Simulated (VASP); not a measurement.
# Li5Sb2 (R-3m) in VASP: single point with r2SCAN

Aim: the single point of Li5Sb2 with r2SCAN.

Program: VASP 6.6.1. These are calculated values, not measurements. Logs are shortened: lines on timing, memory, paths and dates and some standing lists are left out, and cuts for length are marked.

### Step 1. The cell of the first run

Symmetry: R-3m, No. 166, trigonal system. The conventional cell has a = 4.765 Å, b = 4.765 Å, c = 19.935 Å, α = 90.00°, β = 90.00°, γ = 120.00°. Within 3.6 Å of Sb (site symmetry 3m) lie 13 Li at 2.75 to 3.53 Å and 1 Sb at 3.28 Å. Li (site symmetry -3m) has 8 Li at 2.75 to 2.95 Å and 6 Sb at 3.23 Å within 3.6 Å. Within 3.6 Å of Li (site symmetry 3m) lie 4 Sb at 2.75 to 2.82 Å and 10 Li at 2.83 to 3.48 Å. Li (site symmetry 3m) has 8 Li at 2.75 to 3.23 Å and 6 Sb at 2.95 to 3.53 Å within 3.6 Å.

### Step 2. Single point, r2SCAN

Contents of POSCAR:

```
Li5Sb2
1.0
    2.3825399044      4.1266801655      0.0000000000
   -2.3825399044      4.1266801655      0.0000000000
    0.0000000000     -2.7511201104      6.6449750000
Sb Li
2 5
Direct
    0.0821835408      0.0821835408      0.2465506225
    0.9178164592      0.9178164592      0.7534493775
    0.5000000000      0.5000000000      0.5000000000
    0.2200216252      0.2200216252      0.6600648756
    0.7799783748      0.7799783748      0.3399351244
    0.3622054452      0.3622054452      0.0866163356
    0.6377945548      0.6377945548      0.9133836644
```

Contents of INCAR.step1:

```
SYSTEM = Li5Sb2
  PREC = Accurate
  ENCUT = 520
  ISMEAR = -1
  SIGMA = 0.1
  LREAL = .FALSE.
  LASPH = .TRUE.
  NELM = 100
  NBANDS = 22
  GGA = PE
  ALGO = Normal
  EDIFF = 1E-4
  LWAVE = .TRUE.
  LCHARG = .FALSE.
```

Contents of INCAR.step2:

```
SYSTEM = Li5Sb2
  PREC = Accurate
  ENCUT = 520
  EDIFF = 1E-6
  ISMEAR = -1
  SIGMA = 0.1
  LREAL = .FALSE.
  LASPH = .TRUE.
  NELM = 100
  ALGO = Normal
  ISIF = 2
  LWAVE = .FALSE.
  LCHARG = .TRUE.
  METAGGA = R2SCAN
  LMIXTAU = .TRUE.
  LELF = .TRUE.
  LVHAR = .TRUE.
  NBANDS = 22
  ISTART = 1
```

Contents of KPOINTS:

```
Automatic mesh
0
G
  6 6 6
  0 0 0
```

Potentials or basis: VASP PAW PBE potentials, release 64 (Sb, Li_sv).

On the command line:

```bash
> cat potpaw_PBE.64/Sb/POTCAR potpaw_PBE.64/Li_sv/POTCAR > POTCAR
> cp INCAR.step1 INCAR
> mpirun -np 1 vasp_std > vasp.out
> cp INCAR.step2 INCAR
> mpirun -np 1 vasp_std > vasp.out
```

OUTCAR:

```text
SYSTEM = Li5Sb2
   PREC = Accurate
   ENCUT = 520
   EDIFF = 1E-6
   ISMEAR = -1
   LREAL = .FALSE.
   LASPH = .TRUE.
   NELM = 100
   ISIF = 2
   METAGGA = R2SCAN
   ISTART = 1

 ion  position               nearest neighbor table
   1  0.082  0.082  0.247-   4 2.75   5 2.82   5 2.82   5 2.82   6 2.95   6 2.95   6 2.95   2 3.28

   2  0.918  0.918  0.753-   5 2.75   4 2.82   4 2.82   4 2.82   7 2.95   7 2.95   7 2.95   1 3.28

   3  0.500  0.500  0.500-
   4  0.220  0.220  0.660-   1 2.75   2 2.82   2 2.82   2 2.82
   5  0.780  0.780  0.340-   2 2.75   1 2.82   1 2.82   1 2.82
   6  0.362  0.362  0.087-   1 2.95   1 2.95   1 2.95
   7  0.638  0.638  0.913-   2 2.95   2 2.95   2 2.95

  LATTYP: Found a trigonal (rhomboedric) cell.
 ALAT       =     7.1919645864
 COS(alpha) =     0.7805097255

  Lattice vectors:

 A1 = (  -2.3825399044,   1.3755600551,   6.6449750000)
 A2 = (   0.0000000000,  -2.7511201104,   6.6449750000)
 A3 = (   2.3825399044,   1.3755600551,   6.6449750000)

Analysis of symmetry for initial positions (statically):
=====================================================================
 Subroutine PRICEL returns:
 Original cell was already a primitive cell.

 Routine SETGRP: Setting up the symmetry group for a
 trigonal (rhombohedral) supercell.

 Subroutine GETGRP returns: Found 12 space group operations
 (whereof 12 operations were pure point group operations)
 out of a pool of 12 trial point group operations.

The static configuration has the point symmetry D_3d.

Analysis of symmetry for dynamics (positions and initial velocities):
=====================================================================
 Subroutine PRICEL returns:
 Original cell was already a primitive cell.

 Routine SETGRP: Setting up the symmetry group for a
 trigonal (rhombohedral) supercell.

 Subroutine GETGRP returns: Found 12 space group operations
 (whereof 12 operations were pure point group operations)
 out of a pool of 12 trial point group operations.

The dynamic configuration has the point symmetry D_3d.

 Subroutine INISYM returns: Found 12 space group operations
 (whereof 12 operations are pure point group operations),
 and found     1 'primitive' translations

----------------------------------------------------------------------------------------

                                     Primitive cell

  volume of cell :     130.6665

  direct lattice vectors                    reciprocal lattice vectors
     2.382539904  4.126680165  0.000000000     0.209860074  0.121162770  0.050163219
    -2.382539904  4.126680165  0.000000000    -0.209860074  0.121162770  0.050163219
     0.000000000 -2.751120110  6.644975000     0.000000000  0.000000000  0.150489656

  length of vectors
     4.765079809  4.765079809  7.191964586     0.247463161  0.247463161  0.150489656

  position of ions in fractional coordinates (direct lattice)
     0.082183541  0.082183541  0.246550623
     0.917816459  0.917816459  0.753449377
     0.500000000  0.500000000  0.500000000
     0.220021625  0.220021625  0.660064876
     0.779978375  0.779978375  0.339935124
     0.362205445  0.362205445  0.086616336
     0.637794555  0.637794555  0.913383664

  ion indices of the primitive-cell ions
   primitive index   ion index
                 1           1
                 2           2
                 3           3
                 4           4
                 5           5
                 6           6
                 7           7

----------------------------------------------------------------------------------------

 KPOINTS: Automatic mesh

Automatic generation of k-mesh.
 Grid dimensions read from file:
 generate k-points for:    6    6    6

 Generating k-lattice:

  Cartesian coordinates                     Fractional coordinates (reciprocal lattice)
     0.034976679  0.020193795  0.008360536     0.166666667  0.000000000  0.000000000
    -0.034976679  0.020193795  0.008360536     0.000000000  0.166666667  0.000000000
     0.000000000  0.000000000  0.025081609     0.000000000  0.000000000  0.166666667

  Length of vectors
     0.041243860  0.041243860  0.025081609

  Shift w.r.t. Gamma in fractional coordinates (k-lattice)
     0.000000000  0.000000000  0.000000000

 Subroutine IBZKPT returns following result:
 ===========================================

 Found     32 irreducible k-points:

 Following reciprocal coordinates:
            Coordinates               Weight
  0.000000  0.000000  0.000000      1.000000
  0.166667  0.000000  0.000000      6.000000
  0.333333  0.000000  0.000000      6.000000
  0.500000 -0.000000  0.000000      3.000000
  0.166667  0.166667  0.000000      6.000000
  0.333333  0.166667  0.000000     12.000000
[... 16 lines left out ...]
  0.333333  0.333333  0.166667      6.000000
  0.500000  0.333333  0.166667     12.000000
 [... further k-points ...]
   k-points           NKPTS =     32   k-points in BZ     NKDIM =     32   number of bands    NBANDS=     22
   number of dos      NEDOS =    301   number of ions     NIONS =      7
   total plane-waves  NPLWV =  69984
   dimension x,y,z NGX =    36 NGY =   36 NGZ =   54
   dimension x,y,z NGXF=    72 NGYF=   72 NGZF=  108
   ions per type =               2   5
   NGX,Y,Z   is equivalent  to a cutoff of  12.56, 12.56, 12.48 a.u.
   NGXF,Y,Z  is equivalent  to a cutoff of  25.12, 25.12, 24.96 a.u.
 SYSTEM =  Li5Sb2
   PREC   = accura    normal or accurate (medium, high low for compatibility)
   ISTART =      1    job   : 0-new  1-cont  2-samecut
   ICHARG =      0    charge: 1-file 2-atom 10-const
   ISPIN  =      1    spin polarized calculation?
   LNONCOLLINEAR =      F non collinear calculations
   LSORBIT =      F    spin-orbit coupling
   LASPH  =      T    aspherical Exc in radial PAW
   ENCUT  =  520.0 eV  38.22 Ry    6.18 a.u.   8.86  8.86 13.37*2*pi/ulx,y,z
   NELM   =    100;   NELMIN=  2; NELMDL=  0     # of ELM steps
   EDIFF  = 0.1E-05   stopping-criterion for ELM
   LREAL  =      F    real-space projection
   EDIFFG = 0.1E-04   stopping-criterion for IOM
   NSW    =      0    number of steps for IOM
   IBRION =     -1    ionic relax: 0-MD 1-quasi-New 2-CG
   NFREE  =      0    steps in history (QN), initial steepest desc. (CG)
   ISIF   =      2    stress and relaxation
   ISYM   =      2    0-nonsym 1-usesym 2-fastsym
   POTIM  = 0.5000    time-step for ionic-motion
   TEBEG  =    0.0;   TEEND  =   0.0 temperature during run
   PSTRESS=    0.0 pullay stress
   NELECT =      25.0000    total number of electrons
   NUPDOWN=      -1.0000    fix difference up-down
   EMIN   =  10.00;   EMAX   =-10.00  energy-range for DOS
   EFERMI =   0.00;   METHOD = LEGACY
   ISMEAR =    -1;   SIGMA  =   0.10  broadening in eV -4-tet -1-fermi 0-gaus
   EFERMI_NEDOS =   21; number of points for ismear=-14 and -15
   IALGO  =     38    algorithm
   IMIX   =      4    mixing-type and parameters
     AMIX     =   0.40;   BMIX     =  1.00
     AMIX_MAG =   1.60;   BMIX_MAG =  1.00
  volume/ion in A,a.u.               =      18.67       125.97
  Fermi-wavevector in a.u.,A,eV,Ry     =   0.943337  1.782648 12.107608  0.889884
  Thomas-Fermi vector in A             =   2.071034
   LORBIT       =      0    0 simple, 1 ext, 2 COOP (PROOUT), +10 PAW based schemes
   METAGGA = R2SCAN    functional components
   LHFCALC =     F    Hartree Fock is set to
   AEXX    =    0.0000 exact exchange contribution
   IVDW    =     0    specifies the selected vdW correction
   LEPSILON=     F    determine dielectric tensor
   LRPA    =     F    only Hartree local field effects (RPA)
 non-spin polarized calculation
  energy-cutoff  :      520.00
  volume of cell :      130.67
 maximum number of plane-waves:      3550
   NGX = 17   NGY = 17   NGZ = 27

 number of electron      24.9999987 magnetization

 Free energy of the ion-electron system (eV)
  ---------------------------------------------------
  ext. energy  EPLUGINS =         0.00000000
  ---------------------------------------------------
  free energy    TOTEN  =       -67.51179714 eV

  energy without entropy =      -67.47428925  energy(sigma->0) =      -67.49304319

 E-fermi :   4.5312     XC(G=0):  -9.0961

 val. band max:        4.5125242255   @ k =   0.1667   0.1667   0.1667
 cond. band min:       4.6034667203   @ k =   0.3333   0.0000   0.1667
 fundamental gap:      0.0909424948
 Fermi energy:         4.5312153681

 k-point     1 :       0.0000    0.0000    0.0000
  band No.  band energies     occupation
      1     -44.4391      2.00000
      2     -44.4246      2.00000
      3     -44.4236      2.00000
      4     -43.6382      2.00000
      5     -43.6358      2.00000
      6      -6.0432      2.00000
[... 14 lines left out ...]
     21      10.3759      0.00000
     22      10.3865      0.00000

 k-point     2 :       0.1667    0.0000    0.0000
  band No.  band energies     occupation
      1     -44.4385      2.00000
      2     -44.4257      2.00000
      3     -44.4231      2.00000
      4     -43.6380      2.00000
      5     -43.6359      2.00000
      6      -5.9279      2.00000
[... 14 lines left out ...]
     21      10.1702      0.00000
     22      10.2959      0.00000

 k-point     3 :       0.3333    0.0000    0.0000
  band No.  band energies     occupation
      1     -44.4371      2.00000
      2     -44.4274      2.00000
      3     -44.4227      2.00000
      4     -43.6377      2.00000
      5     -43.6362      2.00000
      6      -5.6590      2.00000
[... 14 lines left out ...]
     21      10.4597      0.00000
     22      10.6692      0.00000
[... 476 lines left out ...]
 k-point    23 :       0.3333    0.3333    0.1667
  band No.  band energies     occupation
      1     -44.4344      2.00000
      2     -44.4320      2.00000
      3     -44.4207      2.00000
      4     -43.6377      2.00000
      5     -43.6362      2.00000
      6      -5.4123      2.00000
[... 14 lines left out ...]
     21      10.8826      0.00000
     22      10.9631      0.00000

 k-point    24 :       0.5000    0.3333    0.1667
  band No.  band energies     occupation
      1     -44.4339      2.00000
      2     -44.4320      2.00000
      3     -44.4212      2.00000
      4     -43.6374      2.00000
      5     -43.6365      2.00000
      6      -5.3223      2.00000
[... 14 lines left out ...]
     21      11.1290      0.00000
     22      12.1263      0.00000

 [... further k-points ...]
[... 5 lines left out ...]
  --------------------------------------------------------------------------------------
  -------------------------------------------------------------------------------------
  Total       -2.8998861     -2.8998861      5.2889221      0.0000000     -0.0000000      0.0000000
  in kB      -35.5571700    -35.5571700     64.8505128      0.0000000     -0.0000000      0.0000000
  external PRESSURE =      -2.0879424 kB  Pullay stress =       0.0000000 kB

 VOLUME and BASIS-vectors are now :
 -----------------------------------------------------------------------------
  energy-cutoff  :      520.00
  volume of cell :      130.67
      direct lattice vectors                 reciprocal lattice vectors
     2.382539904  4.126680165  0.000000000     0.209860074  0.121162770  0.050163219
    -2.382539904  4.126680165  0.000000000    -0.209860074  0.121162770  0.050163219
     0.000000000 -2.751120110  6.644975000     0.000000000  0.000000000  0.150489656

 POSITION                                       TOTAL-FORCE (eV/Angst)
 -----------------------------------------------------------------------------------
      0.00000     -0.00000      1.63832        -0.000000      0.000000     -0.001373
      0.00000      5.50224      5.00665        -0.000000     -0.000000      0.001373
      0.00000      2.75112      3.32249         0.000000      0.000000      0.000000
      0.00000     -0.00000      4.38611        -0.000000      0.000000     -0.011233
      0.00000      5.50224      2.25886        -0.000000     -0.000000      0.011233
      0.00000      2.75112      0.57556        -0.000000      0.000000     -0.035180
      0.00000      2.75112      6.06941        -0.000000     -0.000000      0.035180
 -----------------------------------------------------------------------------------
    total drift:                                0.000000     -0.000000      0.000000

  FREE ENERGIE OF THE ION-ELECTRON SYSTEM (eV)
  ---------------------------------------------------
  free  energy   TOTEN  =       -67.5117971364 eV

  energy  without entropy=      -67.4742892517  energy(sigma->0) =      -67.49304319
```

Wall time 9.1 min (1 thread of AMD EPYC 7R13 (Zen 3), shared host); peak memory 0.29 GiB.

Results:

| Item | Value |
| --- | --- |
| Free energy | -67.5118 eV |
| Largest force | 0.035 eV/Å |
| Band gap on the k mesh | zero (an odd number of electrons rules out a gap without spin polarisation) |

Forces in eV/Å, atoms in the order of the input:
```
Sb   0.000  0.000 -0.001
Sb   0.000  0.000  0.001
Li   0.000  0.000  0.000
Li   0.000  0.000 -0.011
Li   0.000  0.000  0.011
Li   0.000  0.000 -0.035
Li   0.000  0.000  0.035
```

Levels at points of the mesh, in eV from the Fermi level:
```tsv
k point	band 10	band 11	band 12	band 13	band 14	band 15
(0.00, 0.00, 0.00)	-1.41	-0.96	-0.96	1.21	1.63	2.24
(0.50, 0.00, 0.00)	-2.80	-2.29	-2.27	0.16	1.10	1.48
(0.50, 0.50, 0.00)	-3.09	-2.20	-0.88	-0.80	1.21	1.92
(0.00, 0.00, 0.50)	-1.80	-1.61	-0.36	-0.36	1.64	1.87
```

Caveat: the cutoff is under 1.25 times the usual one of these potentials, so pressure, stress and relaxed cells hold a basis-set (Pulay) error; the PAW data sets were made with another functional, which shifts forces and pressure a little; spin-orbit coupling is left out, which moves the levels of the heavy elements.

The gap in the log of VASP goes by the Fermi energy; the results here count the filled bands.